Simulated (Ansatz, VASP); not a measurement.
# Mg2Sn: VASP beside Ansatz

```xyz
3
Lattice="0.0000 3.3109 3.3109 3.3109 0.0000 3.3109 3.3109 3.3109 0.0000" Properties=species:S:1:pos:R:3 pbc="T T T"
Sn    0.0000    0.0000    0.0000
Mg    1.6555    1.6555    1.6555
Mg    4.9664    4.9664    4.9664
```

Alike in both runs: task single point; functional r2SCAN; k mesh 6 × 6 × 6; occupations fermi-dirac, width 0.02 eV; no spin polarisation.

```csv
,VASP,Ansatz
version,VASP 6.6.1,Ansatz 0.2.0
potentials or method,"VASP PAW PBE potentials, release 64 (Sn_d, Mg)","plane waves, PAW"
plane-wave cutoff (eV),660,500
valence electrons in the cell,18,34
```

VASP gave:

| Property | Result |
| --- | --- |
| pressure (GPa) | 3.0 |

Task: Which values does Ansatz return?

Result: Pressure (GPa): 3.2.

VASP's potentials were made for PBE, not for r2SCAN. VASP's potentials hold 18 valence electrons a cell and Ansatz's 34, so a difference there can come from the potentials and not from the codes.
